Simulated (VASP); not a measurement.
Here is a VASP 6.6.1 calculation.

INCAR

```
SYSTEM = Co2PtO4
  PREC = Accurate
  ENCUT = 520
  EDIFF = 1E-6
  ISMEAR = -1
  SIGMA = 0.025
  LREAL = .False.
  LASPH = .True.
  NELM = 60
  ALGO = Normal
  ISIF = 2
  LWAVE = .False.
  LCHARG = .False.
  LDIPOL = .True.
  IDIPOL = 3
  DIPOL = 0.5 0.5 0.500
  GGA = PS
  NBANDS = 35
```

File KPOINTS:

```
Automatic mesh
0
Gamma
  12 12 1
  0 0 0
```

POSCAR

```
Co2PtO4
1.0
    2.8101831225      0.0000000000      0.0000000000
   -1.4050915613      2.4336899734      0.0000000000
    0.0000000000      0.0000000000     22.8253249521
O Co Pt
4 2 1
Direct
    0.0000000000      0.0000000000      0.3285823977
    0.6666666667      0.3333333333      0.4129821504
    0.6666666667      0.3333333333      0.5870178496
    0.3333333333      0.6666666667      0.6714176023
    0.3333333333      0.6666666667      0.3707822740
    0.0000000000      0.0000000000      0.6292177260
    0.6666666667      0.3333333333      0.5000000000
```

Potentials or basis: VASP PAW PBE potentials, release 64 (O, Co, Pt).

Command:

```bash
$ cat potpaw_PBE.64/O/POTCAR potpaw_PBE.64/Co/POTCAR potpaw_PBE.64/Pt/POTCAR > POTCAR
$ mpirun -np 1 vasp_std > vasp.out
```

Problem. Predict the band gap on the k mesh.

Solution. Zero (band 26 reaches -1.37 eV, above the bottom of band 27 at -1.48 eV).

Problem. Predict the largest force.

Solution. 1.626 eV/Å.

Forces on the atoms (eV/Å):
```
O    0.000  0.000  1.294
O    0.000  0.000  0.149
O    0.000  0.000 -0.149
O    0.000  0.000 -1.294
Co   0.000  0.000 -1.626
Co   0.000  0.000  1.626
Pt   0.000  0.000  0.000
```

Caveat: the PAW data sets were made with another functional, which shifts forces and pressure a little; spin-orbit coupling is left out, which moves the levels of the heavy elements; the run has no spin polarisation, though such a crystal can be magnetic; semilocal functionals often make such compounds metallic where correlation or magnetic order opens a gap, which also shifts bond lengths. With open d or f shells a metallic result of PBEsol can be an artefact of self-interaction; +U or a hybrid may open a gap.
